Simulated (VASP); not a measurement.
Write the native input for VASP 6.6.1 that does the following.

```yaml
Task: single point
Functional: PBE
Potentials_or_basis: VASP PAW PBE potentials, release 64 (Tl_d, Br)
Cutoff: 520 eV
k_mesh: 4 × 4 × 4
Occupations: gaussian, width 0.1 eV
Spin: no spin polarisation
Dipole_correction: no
Further_INCAR_settings: ALGO = Normal; EDIFF = 1e-06; NBANDS = 38
```

The structure of Tl4Br lies in POSCAR:

```
Tl4Br
1.0
   -3.4537876100      3.4537876100      3.4537876100
    3.4537876100     -3.4537876100      3.4537876100
    3.4537876100      3.4537876100     -3.4537876100
Tl Br
4 1
Direct
    0.0000000000      0.0000000000      0.5000000000
    0.5000000000      0.0000000000      0.0000000000
    0.0000000000      0.5000000000      0.0000000000
    0.5000000000      0.5000000000      0.5000000000
    0.0000000000      0.0000000000      0.0000000000
```

These files were run (other wordings do the same):

INCAR

```
SYSTEM = Tl4Br
ALGO = Normal ; EDIFF = 1E-6
ENCUT = 520 ; GGA = PE
ISIF = 2 ; ISMEAR = 0
LASPH = .TRUE. ; LCHARG = .FALSE.
LREAL = .FALSE. ; LWAVE = .FALSE.
NBANDS = 38 ; NELM = 80
PREC = Accurate ; SIGMA = 0.1
```

KPOINTS

```
k-points
0
G
  4 4 4
  0 0 0
```

Potentials or basis: VASP PAW PBE potentials, release 64 (Tl_d, Br).

Run with:

```sh
$ cat potpaw_PBE.64/Tl_d/POTCAR potpaw_PBE.64/Br/POTCAR > POTCAR
$ mpirun -np 1 vasp_std > vasp.out
```

It gave:

The pressure is 5.3 GPa.

Caveat: an odd number of electrons without spin polarisation forces a metal; a magnetic or distorted state may lie lower.

It took 76 s on 1 thread of Oxide Virtual Turin-like Processor, on a shared host, peak memory 0.29 GiB.
